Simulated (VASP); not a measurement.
Input of a VASP 6.6.1 run:

File INCAR:

```
SYSTEM = Bi
PREC     = Accurate       ! precision mode
ENCUT    = 600            ! plane-wave cutoff, eV
EDIFF    = 1E-7           ! SCF threshold, eV
ISMEAR   = 0              ! smearing method
SIGMA    = 0.1            ! smearing width, eV
LREAL    = .FALSE.        ! projectors in reciprocal space
LASPH    = .TRUE.         ! aspherical terms in the spheres
NELM     = 150            ! most SCF steps
ALGO     = Normal         ! electronic algorithm
ISIF     = 3              ! what is computed and relaxed
LWAVE    = .FALSE.        ! write WAVECAR
LCHARG   = .FALSE.        ! write CHGCAR
MAGMOM   = 0 0 0          ! initial moments
LORBIT   = 11             ! projections on sites
LSORBIT  = .TRUE.         ! spin-orbit coupling
GGA_COMPAT= .FALSE.      
LORBMOM  = .TRUE.       
GGA      = PS             ! functional
IBRION   = 2              ! ionic algorithm
NSW      = 50             ! ionic steps
EDIFFG   = -0.003         ! ionic threshold
PSTRESS  = 101.0
```

KPOINTS

```
regular mesh
0
G
  16 16 16
  0 0 0
```

Contents of POSCAR:

```
Bi
1.0
   -1.8847243413      1.8847243413      1.8847243413
    1.8847243413     -1.8847243413      1.8847243413
    1.8847243413      1.8847243413     -1.8847243413
Bi
1
Direct
    0.0000000000      0.0000000000      0.0000000000
```

Potentials or basis: VASP PAW PBE potentials, release 64 (Bi_d).

Command:

```console
$ cat potpaw_PBE.64/Bi_d/POTCAR > POTCAR
$ mpirun -np 1 vasp_ncl > vasp.out
```

Estimate the relaxed volume.

26.72 Å³/atom.

What does it give for the relaxed cell?

a = 3.262 Å, b = 3.262 Å, c = 3.262 Å, α = 109.47°, β = 109.47°, γ = 109.47°.

Estimate the space group after relaxing (to 0.05 Å).

Im-3m (No. 229).

Estimate the net moment.

0.00 μB per cell.

Moments on the atoms (μB; x, y, z):
```
Bi  0.00 0.00 0.00
```

Caveat: the cell is relaxed towards a set pressure, so the enthalpy falls and the energy may rise; the PAW data sets were made with another functional, which shifts forces and pressure a little.
